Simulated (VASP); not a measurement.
# PbS (F-43m) in VASP: notebook

The runs below take PbS through single point, with r2SCAN, PBE-based screened hybrid.

Program: VASP 6.6.1. These are calculated values, not measurements. Logs are shortened: lines on timing, memory, paths and dates and some standing lists are left out, and cuts for length are marked.

### Step 1. The cell of the first run

It takes space group F-43m (No. 216, cubic). The conventional cell has a = 6.602 Å, b = 6.602 Å, c = 6.602 Å, α = 90.00°, β = 90.00°, γ = 90.00°. Within 3.8 Å of Pb (site symmetry -43m) lie 4 S at 2.86 Å. S (site symmetry -43m) has 4 Pb at 2.86 Å within 3.8 Å.

### Step 2. Single point, r2SCAN

The input, POSCAR:

```
PbS
1.0
    0.0000000000      3.3009774971      3.3009774971
    3.3009774971      0.0000000000      3.3009774971
    3.3009774971      3.3009774971      0.0000000000
Pb S
1 1
Direct
    0.0000000000      0.0000000000      0.0000000000
    0.2500000000      0.2500000000      0.2500000000
```

The input, INCAR.step1:

```
  PREC = Accurate
  ENCUT = 520
  ISMEAR = 0
  SIGMA = 0.01
  LREAL = False
  LASPH = True
  NELM = 60
  NBANDS = 17
  GGA = PE
  ALGO = Normal
  EDIFF = 1E-4
  LWAVE = True
  LCHARG = False
```

The input, INCAR.step2:

```
  PREC = Accurate
  ENCUT = 520
  EDIFF = 1E-6
  ISMEAR = 0
  SIGMA = 0.01
  LREAL = False
  LASPH = True
  NELM = 60
  ALGO = Normal
  ISIF = 2
  LWAVE = False
  LCHARG = False
  METAGGA = R2SCAN
  LMIXTAU = True
  NBANDS = 17
  ISTART = 1
```

The input, KPOINTS:

```
regular mesh
0
Gamma
  4 4 4
```

Potentials or basis: VASP PAW PBE potentials, release 64 (Pb_d, S).

On the command line:

```bash
> cat potpaw_PBE.64/Pb_d/POTCAR potpaw_PBE.64/S/POTCAR > POTCAR
> cp INCAR.step1 INCAR
> mpirun -np 1 vasp_std > vasp.out
> cp INCAR.step2 INCAR
> mpirun -np 1 vasp_std > vasp.out
```

OUTCAR:

```text
PREC = Accurate
   ENCUT = 520
   EDIFF = 1E-6
   ISMEAR = 0
   LREAL = False
   LASPH = True
   NELM = 60
   ISIF = 2
   METAGGA = R2SCAN
   ISTART = 1

 ion  position               nearest neighbor table
   1  0.000  0.000  0.000-   2 2.86   2 2.86   2 2.86   2 2.86
   2  0.250  0.250  0.250-   1 2.86   1 2.86   1 2.86   1 2.86

  LATTYP: Found a face centered cubic cell.
 ALAT       =     6.6019549942

  Lattice vectors:

 A1 = (   0.0000000000,   3.3009774971,   3.3009774971)
 A2 = (   3.3009774971,   0.0000000000,   3.3009774971)
 A3 = (   3.3009774971,   3.3009774971,   0.0000000000)

Analysis of symmetry for initial positions (statically):
=====================================================================
 Subroutine PRICEL returns:
 Original cell was already a primitive cell.

 Routine SETGRP: Setting up the symmetry group for a
 face centered cubic supercell.

 Subroutine GETGRP returns: Found 24 space group operations
 (whereof 24 operations were pure point group operations)
 out of a pool of 48 trial point group operations.

The static configuration has the point symmetry T_d .

Analysis of symmetry for dynamics (positions and initial velocities):
=====================================================================
 Subroutine PRICEL returns:
 Original cell was already a primitive cell.

 Routine SETGRP: Setting up the symmetry group for a
 face centered cubic supercell.

 Subroutine GETGRP returns: Found 24 space group operations
 (whereof 24 operations were pure point group operations)
 out of a pool of 48 trial point group operations.

The dynamic configuration has the point symmetry T_d .

 Subroutine INISYM returns: Found 24 space group operations
 (whereof 24 operations are pure point group operations),
 and found     1 'primitive' translations

----------------------------------------------------------------------------------------

                                     Primitive cell

  volume of cell :      71.9379

  direct lattice vectors                    reciprocal lattice vectors
     0.000000000  3.300977497  3.300977497    -0.151470284  0.151470284  0.151470284
     3.300977497  0.000000000  3.300977497     0.151470284 -0.151470284  0.151470284
     3.300977497  3.300977497  0.000000000     0.151470284  0.151470284 -0.151470284

  length of vectors
     4.668287145  4.668287145  4.668287145     0.262354228  0.262354228  0.262354228

  position of ions in fractional coordinates (direct lattice)
     0.000000000  0.000000000  0.000000000
     0.250000000  0.250000000  0.250000000

  ion indices of the primitive-cell ions
   primitive index   ion index
                 1           1
                 2           2

----------------------------------------------------------------------------------------

 KPOINTS: regular mesh

Automatic generation of k-mesh.
 Grid dimensions read from file:
 generate k-points for:    4    4    4

 Generating k-lattice:

  Cartesian coordinates                     Fractional coordinates (reciprocal lattice)
    -0.037867571  0.037867571  0.037867571     0.250000000  0.000000000  0.000000000
     0.037867571 -0.037867571  0.037867571     0.000000000  0.250000000  0.000000000
     0.037867571  0.037867571 -0.037867571     0.000000000  0.000000000  0.250000000

  Length of vectors
     0.065588557  0.065588557  0.065588557

  Shift w.r.t. Gamma in fractional coordinates (k-lattice)
     0.000000000  0.000000000  0.000000000

 Subroutine IBZKPT returns following result:
 ===========================================

 Found      8 irreducible k-points:

 Following reciprocal coordinates:
            Coordinates               Weight
  0.000000  0.000000  0.000000      1.000000
  0.250000  0.000000  0.000000      8.000000
  0.500000  0.000000  0.000000      4.000000
  0.250000  0.250000  0.000000      6.000000
  0.500000  0.250000  0.000000     24.000000
 -0.250000  0.250000  0.000000     12.000000
  0.500000  0.500000  0.000000      3.000000
 -0.250000  0.500000  0.250000      6.000000
   k-points           NKPTS =      8   k-points in BZ     NKDIM =      8   number of bands    NBANDS=     17
   number of dos      NEDOS =    301   number of ions     NIONS =      2
   total plane-waves  NPLWV =  46656
   dimension x,y,z NGX =    36 NGY =   36 NGZ =   36
   dimension x,y,z NGXF=    72 NGYF=   72 NGZF=   72
   ions per type =               1   1
   NGX,Y,Z   is equivalent  to a cutoff of  12.82, 12.82, 12.82 a.u.
   NGXF,Y,Z  is equivalent  to a cutoff of  25.64, 25.64, 25.64 a.u.
 SYSTEM =  unknown system
   PREC   = accura    normal or accurate (medium, high low for compatibility)
   ISTART =      1    job   : 0-new  1-cont  2-samecut
   ICHARG =      0    charge: 1-file 2-atom 10-const
   ISPIN  =      1    spin polarized calculation?
   LNONCOLLINEAR =      F non collinear calculations
   LSORBIT =      F    spin-orbit coupling
   LASPH  =      T    aspherical Exc in radial PAW
   ENCUT  =  520.0 eV  38.22 Ry    6.18 a.u.   8.68  8.68  8.68*2*pi/ulx,y,z
   NELM   =     60;   NELMIN=  2; NELMDL=  0     # of ELM steps
   EDIFF  = 0.1E-05   stopping-criterion for ELM
   LREAL  =      F    real-space projection
   EDIFFG = 0.1E-04   stopping-criterion for IOM
   NSW    =      0    number of steps for IOM
   IBRION =     -1    ionic relax: 0-MD 1-quasi-New 2-CG
   NFREE  =      0    steps in history (QN), initial steepest desc. (CG)
   ISIF   =      2    stress and relaxation
   ISYM   =      2    0-nonsym 1-usesym 2-fastsym
   POTIM  = 0.5000    time-step for ionic-motion
   TEBEG  =    0.0;   TEEND  =   0.0 temperature during run
   PSTRESS=    0.0 pullay stress
   NELECT =      20.0000    total number of electrons
   NUPDOWN=      -1.0000    fix difference up-down
   EMIN   =  10.00;   EMAX   =-10.00  energy-range for DOS
   EFERMI =   0.00;   METHOD = LEGACY
   ISMEAR =     0;   SIGMA  =   0.01  broadening in eV -4-tet -1-fermi 0-gaus
   EFERMI_NEDOS =   21; number of points for ismear=-14 and -15
   IALGO  =     38    algorithm
   IMIX   =      4    mixing-type and parameters
     AMIX     =   0.40;   BMIX     =  1.00
     AMIX_MAG =   1.60;   BMIX_MAG =  1.00
  volume/ion in A,a.u.               =      35.97       242.73
  Fermi-wavevector in a.u.,A,eV,Ry     =   1.068478  2.019131 15.533028  1.141645
  Thomas-Fermi vector in A             =   2.204127
   LORBIT       =      0    0 simple, 1 ext, 2 COOP (PROOUT), +10 PAW based schemes
   METAGGA = R2SCAN    functional components
   LHFCALC =     F    Hartree Fock is set to
   AEXX    =    0.0000 exact exchange contribution
   IVDW    =     0    specifies the selected vdW correction
   LEPSILON=     F    determine dielectric tensor
   LRPA    =     F    only Hartree local field effects (RPA)
 non-spin polarized calculation
 Gauss-broadening in eV      SIGMA  =   0.01
  energy-cutoff  :      520.00
  volume of cell :       71.94
 maximum number of plane-waves:      1964
 NGX is ok and might be reduce to    36
   NGX = 17   NGY = 17   NGZ = 17

 number of electron      19.9999996 magnetization

 Free energy of the ion-electron system (eV)
  ---------------------------------------------------
  ext. energy  EPLUGINS =         0.00000000
  ---------------------------------------------------
  free energy    TOTEN  =       -65.11713712 eV

  energy without entropy =      -65.11713712  energy(sigma->0) =      -65.11713712

 E-fermi :   2.7693     XC(G=0):  -8.4706

 val. band max:        2.6973682575   @ k =  -0.2500   0.5000   0.2500
 cond. band min:       3.6504026841   @ k =   0.5000   0.5000   0.0000
 fundamental gap:      0.9530344266
 Fermi energy:         2.7692673571

 k-point     1 :       0.0000    0.0000    0.0000
  band No.  band energies     occupation
      1     -14.5444      2.00000
      2     -14.5444      2.00000
      3     -14.5444      2.00000
      4     -14.5023      2.00000
      5     -14.5023      2.00000
      6     -10.5101      2.00000
      7      -3.3258      2.00000
      8       0.8493      2.00000
      9       0.8494      2.00000
     10       0.8494      2.00000
     11       5.4354      0.00000
     12       5.4354      0.00000
     13       5.4354      0.00000
     14       8.1103      0.00000
     15      11.7932      0.00000
     16      11.7932      0.00000
     17      12.6945      0.00000

 k-point     2 :       0.2500    0.0000    0.0000
  band No.  band energies     occupation
      1     -14.5625      2.00000
      2     -14.5379      2.00000
      3     -14.5379      2.00000
      4     -14.5012      2.00000
      5     -14.5012      2.00000
      6     -10.1783      2.00000
      7      -4.2998      2.00000
      8       0.5704      2.00000
      9       0.5705      2.00000
     10       0.9352      2.00000
     11       5.4161      0.00000
     12       5.8910      0.00000
     13       5.8910      0.00000
     14       9.8358      0.00000
     15      10.9022      0.00000
     16      10.9022      0.00000
     17      12.1603      0.00000

 k-point     3 :       0.5000    0.0000    0.0000
  band No.  band energies     occupation
      1     -14.5801      2.00000
      2     -14.5333      2.00000
      3     -14.5333      2.00000
      4     -14.4979      2.00000
      5     -14.4979      2.00000
      6      -9.7609      2.00000
      7      -5.2258      2.00000
      8       0.3356      2.00000
      9       0.3356      2.00000
     10       0.7458      2.00000
     11       6.1576      0.00000
     12       6.1576      0.00000
     13       6.5317      0.00000
     14       9.9337      0.00000
     15      11.5920      0.00000
     16      11.9554      0.00000
     17      11.9554      0.00000

 k-point     4 :       0.2500    0.2500    0.0000
  band No.  band energies     occupation
      1     -14.5764      2.00000
      2     -14.5300      2.00000
      3     -14.5300      2.00000
      4     -14.5070      2.00000
      5     -14.4975      2.00000
      6     -10.0618      2.00000
      7      -4.5296      2.00000
      8       0.1539      2.00000
      9       0.1539      2.00000
     10       1.8094      2.00000
     11       4.1538      0.00000
     12       6.6885      0.00000
     13       6.6885      0.00000
     14       8.9725      0.00000
     15      11.0831      0.00000
     16      12.3029      0.00000
     17      14.3570      0.00000

 k-point     5 :       0.5000    0.2500    0.0000
  band No.  band energies     occupation
      1     -14.5904      2.00000
      2     -14.5267      2.00000
      3     -14.5236      2.00000
      4     -14.5056      2.00000
      5     -14.4960      2.00000
      6      -9.6244      2.00000
      7      -5.3752      2.00000
      8      -0.5923      2.00000
      9      -0.0496      2.00000
     10       2.1426      2.00000
     11       4.8424      0.00000
     12       6.8387      0.00000
     13       7.1083      0.00000
     14       9.4601      0.00000
     15      11.7070      0.00000
     16      12.3111      0.00000
     17      13.1039      0.00000

 k-point     6 :      -0.2500    0.2500    0.0000
  band No.  band energies     occupation
      1     -14.5800      2.00000
      2     -14.5313      2.00000
      3     -14.5296      2.00000
      4     -14.5017      2.00000
      5     -14.4997      2.00000
      6      -9.7775      2.00000
      7      -5.1091      2.00000
      8      -0.5966      2.00000
      9       0.3189      2.00000
     10       1.9047      2.00000
     11       5.7379      0.00000
     12       6.0164      0.00000
     13       6.4150      0.00000
     14      10.5005      0.00000
     15      10.5656      0.00000
     16      11.7171      0.00000
     17      13.1208      0.00000

 k-point     7 :       0.5000    0.5000    0.0000
  band No.  band energies     occupation
      1     -14.6063      2.00000
      2     -14.5153      2.00000
      3     -14.5153      2.00000
      4     -14.5122      2.00000
      5     -14.4926      2.00000
      6      -9.4648      2.00000
      7      -5.6356      2.00000
      8      -0.3726      2.00000
      9      -0.3726      2.00000
     10       2.2052      2.00000
     11       3.6504      0.00000
     12       8.1575      0.00000
     13       8.1575      0.00000
     14       8.9546      0.00000
     15      11.7414      0.00000
     16      13.0872      0.00000
     17      13.3848      0.00000

 k-point     8 :      -0.2500    0.5000    0.2500
  band No.  band energies     occupation
      1     -14.5946      2.00000
      2     -14.5280      2.00000
      3     -14.5166      2.00000
      4     -14.5058      2.00000
      5     -14.4973      2.00000
      6      -9.4571      2.00000
      7      -5.6172      2.00000
      8      -0.6400      2.00000
      9      -0.5889      2.00000
     10       2.6974      2.00000
     11       5.5956      0.00000
     12       5.6063      0.00000
     13       8.0245      0.00000
     14       8.8677      0.00000
     15      11.9213      0.00000
     16      12.7417      0.00000
     17      12.9032      0.00000

------------------------ aborting loop because EDIFF is reached ----------------------------------------

  FORCE on cell =-STRESS in cart. coord.  units (eV):
  Direction    XX          YY          ZZ          XY          YZ          ZX
  --------------------------------------------------------------------------------------
  -------------------------------------------------------------------------------------
  Total       -0.0273540     -0.0273540     -0.0273540     -0.0000000      0.0000000      0.0000000
  in kB       -0.6092197     -0.6092197     -0.6092197     -0.0000000      0.0000000      0.0000000
  external PRESSURE =      -0.6092197 kB  Pullay stress =       0.0000000 kB

 VOLUME and BASIS-vectors are now :
 -----------------------------------------------------------------------------
  energy-cutoff  :      520.00
  volume of cell :       71.94
      direct lattice vectors                 reciprocal lattice vectors
     0.000000000  3.300977497  3.300977497    -0.151470284  0.151470284  0.151470284
     3.300977497  0.000000000  3.300977497     0.151470284 -0.151470284  0.151470284
     3.300977497  3.300977497  0.000000000     0.151470284  0.151470284 -0.151470284

 POSITION                                       TOTAL-FORCE (eV/Angst)
 -----------------------------------------------------------------------------------
      0.00000      0.00000      0.00000         0.000000      0.000000     -0.000000
      1.65049      1.65049      1.65049         0.000000     -0.000000      0.000000
 -----------------------------------------------------------------------------------
    total drift:                                0.000000      0.000000      0.000000

  FREE ENERGIE OF THE ION-ELECTRON SYSTEM (eV)
  ---------------------------------------------------
  free  energy   TOTEN  =       -65.1171371203 eV

  energy  without entropy=      -65.1171371203  energy(sigma->0) =      -65.11713712
```

Wall time 23 s (1 thread of Intel Xeon 6975P-C (Granite Rapids), shared host); peak memory 0.22 GiB.

Results:

* Free energy: -65.1171 eV
* Pressure: -0.1 GPa
* Band gap on the k mesh: 0.95 eV, indirect (least direct gap 1.45 eV)

Caveat: the PAW data sets were made with another functional, which shifts forces and pressure a little; spin-orbit coupling is left out, which moves the levels of the heavy elements.

### Step 3. Single point, PBE-based screened hybrid

POSCAR is that of step 2.

The input, INCAR.step1:

```
SYSTEM = PbS
ALGO = Normal
EDIFF = 1E-5
ENCUT = 520
GGA = PE
ISIF = 2
ISMEAR = 0
LASPH = .True.
LCHARG = .False.
LREAL = .False.
LWAVE = .True.
NBANDS = 17
NELM = 60
PREC = Accurate
SIGMA = 0.01
```

The input, INCAR.step2:

```
SYSTEM = PbS
AEXX = 0.2
ALGO = Normal
EDIFF = 1E-6
ENCUT = 520
GGA = PE
HFSCREEN = 0.5
ISIF = 2
ISMEAR = 0
ISTART = 1
LASPH = .True.
LCHARG = .False.
LHFCALC = .True.
LREAL = .False.
LWAVE = .False.
NBANDS = 17
NELM = 60
PREC = Accurate
PRECFOCK = Normal
SIGMA = 0.01
```

The input, KPOINTS:

```
k-points
0
Gamma
  4 4 4
  0 0 0
```

Potentials or basis: VASP PAW PBE potentials, release 64 (Pb_d, S).

On the command line:

```bash
> cat potpaw_PBE.64/Pb_d/POTCAR potpaw_PBE.64/S/POTCAR > POTCAR
> cp INCAR.step1 INCAR
> mpirun -np 1 vasp_std > vasp.out
> cp INCAR.step2 INCAR
> mpirun -np 1 vasp_std > vasp.out
```

Run time: 20 min. Hardware: 1 thread of AMD EPYC 7R13, shared host; peak memory 0.29 GiB.

The run converged. Its results:

- Free energy: -9.0241 eV
- Pressure: 0.3 GPa
- Band gap on the k mesh: 0.94 eV, indirect (least direct gap 1.43 eV)

Levels at points of the mesh, in eV from the valence-band top:
```tsv
k point	band 8	band 9	band 10	band 11	band 12	band 13
(0.00, 0.00, 0.00)	-1.88	-1.88	-1.88	2.69	2.69	2.69
(0.50, 0.00, 0.00)	-2.40	-2.40	-1.97	3.41	3.41	3.82
(0.50, 0.50, 0.00)	-3.11	-3.11	-0.49	0.94	5.40	5.40
```

Caveat: the PAW data sets were made with another functional, which shifts forces and pressure a little; spin-orbit coupling is left out, which moves the levels of the heavy elements. A k mesh can miss the band edges.

### Step 4. Single point, PBE-based screened hybrid

POSCAR is that of step 3.

The input, INCAR.step1:

```
PREC = Accurate ; ENCUT = 520
EDIFF = 1E-5 ; ISMEAR = 0
SIGMA = 0.01 ; LREAL = F
LASPH = T ; NELM = 80
ALGO = Normal ; ISIF = 2
LWAVE = T ; GGA = PE
NBANDS = 17
```

The input, INCAR.step2:

```
PREC = Accurate ; ENCUT = 520
EDIFF = 1E-6 ; ISMEAR = 0
SIGMA = 0.01 ; LREAL = F
LASPH = T ; NELM = 80
ALGO = Normal ; ISIF = 2
LWAVE = F ; LCHARG = T
GGA = PE ; LHFCALC = T
AEXX = 0.5 ; HFSCREEN = 0.3
PRECFOCK = Normal ; LELF = T
LVHAR = T ; ISTART = 1
NBANDS = 17
```

The input, KPOINTS:

```
Automatic mesh
0
Gamma
  4 4 4
```

On the command line:

```bash
> cat potpaw_PBE.64/Pb_d/POTCAR potpaw_PBE.64/S/POTCAR > POTCAR
> cp INCAR.step1 INCAR
> mpirun -np 1 vasp_std > vasp.out
> cp INCAR.step2 INCAR
> mpirun -np 1 vasp_std > vasp.out
```

Run time: 27 min. Hardware: 1 thread of AMD EPYC 7R13, shared host; peak memory 0.29 GiB.

It converged, with:

| Property | Result |
| --- | --- |
| Free energy | -10.9951 eV |
| Pressure | -0.4 GPa |
| Band gap on the k mesh | 1.52 eV, indirect (least direct gap 2.07 eV) |

Levels at points of the mesh, in eV from the valence-band top:
```tsv
k point	band 7	band 8	band 9	band 10	band 11	band 12	band 13	band 14
(0.00, 0.00, 0.00)	-6.48	-2.28	-2.28	-2.28	3.43	3.43	3.43	6.19
(0.50, 0.00, 0.00)	-8.76	-2.83	-2.83	-2.10	4.20	4.20	4.62	8.00
(0.50, 0.50, 0.00)	-9.20	-3.60	-3.60	-0.54	1.52	6.43	6.43	7.02
```

Caveat: the PAW data sets were made with another functional, which shifts forces and pressure a little; spin-orbit coupling is left out, which moves the levels of the heavy elements. A k mesh can miss the band edges.

### Step 5. Overview

| level | grid for exact exchange (PRECFOCK) | share of exact exchange | screening parameter | gap on the mesh (eV) | pressure (GPa) |
| --- | --- | --- | --- | --- | --- |
| r2SCAN | - | - | - | 0.95 | -0.1 |
| PBE-based screened hybrid | Normal | 0.2 | 0.5 1/Å | 0.94 | 0.3 |
| PBE-based screened hybrid | Normal | 0.5 | 0.3 1/Å | 1.52 | -0.4 |

Alike in all rows: task single point; potentials or basis VASP PAW PBE potentials, release 64 (Pb_d, S); no spin polarisation; cell as given; k mesh 4 × 4 × 4; cutoff (eV) 520; smearing gaussian 0.01 eV.

On the cell as given the gap runs from 0.94 eV (PBE-based screened hybrid) to 1.52 eV (PBE-based screened hybrid). The pressure there spans -0.4 GPa (PBE-based screened hybrid) to 0.3 GPa (PBE-based screened hybrid); a positive pressure means that this level wants a larger cell, a negative one a smaller.

Caveats: the PAW data sets were made with another functional, which shifts forces and pressure a little; spin-orbit coupling is left out, which moves the levels of the heavy elements.

Total energies depend on the potentials used, so only differences within one code and one set of settings carry meaning.
